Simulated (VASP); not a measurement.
Wanted: the native input for a VASP 6.6.1 run.

* Task: single point
* Functional: PBE
* Potentials or basis: VASP PAW PBE potentials, release 64 (N)
* Cutoff: 520 eV
* k mesh: 1 × 1 × 1
* Occupations: fermi-dirac, width 0.05 eV
* Spin: no spin polarisation
* Dipole correction: no
* Further INCAR settings: ALGO = Normal; EDIFF = 1e-07; NBANDS = 42

The structure of N lies in POSCAR:

```
N
1.0
    7.6766930000      0.0000000000      0.0000000000
    0.0000000000      7.6766930000      0.0000000000
    0.0000000000      0.0000000000      7.6766930000
N
12
Direct
    0.8234739273      0.7866214197      0.6237521847
    0.8879526556      0.7201074308      0.7334170180
    0.2646338682      0.5244995554      0.5942450408
    0.3767055479      0.5875185770      0.6581187798
    0.5619053825      0.8999031233      0.1962472844
    0.6170986433      0.9701896172      0.0838883967
    0.7230308032      0.2413066929      0.6897301563
    0.6520929994      0.2212632571      0.5665393906
    0.1027455252      0.8487514228      0.2665541978
    0.0962492530      0.9054904822      0.1348339738
    0.8703236793      0.4208551359      1.1428337923
    0.7399834150      0.4705468857      1.1088695848
```

One way to write it, as run:

INCAR

```
PREC = Accurate
ENCUT = 520
EDIFF = 1E-7
ISMEAR = -1
SIGMA = 0.05
LREAL = F
LASPH = T
NELM = 60
ALGO = Normal
ISIF = 2
LWAVE = F
LCHARG = F
GGA = PE
NBANDS = 42
```

KPOINTS

```
Automatic mesh
0
Gamma
  1 1 1
```

Potentials or basis: VASP PAW PBE potentials, release 64 (N).

The run is started by

```bash
$ cat potpaw_PBE.64/N/POTCAR > POTCAR
$ mpirun -np 1 vasp_gam > vasp.out
```

It gave:

```yaml
Pressure: 1.2 GPa
Largest_force: 1.746 eV/Å
```

Caveat: the k points lie up to 0.82 Å⁻¹ apart; the standard files for N, O and F lose accuracy on very short bonds.

Wall time 63 s on 1 thread of Intel Xeon 8259CL (shared host), peak memory 0.47 GiB.
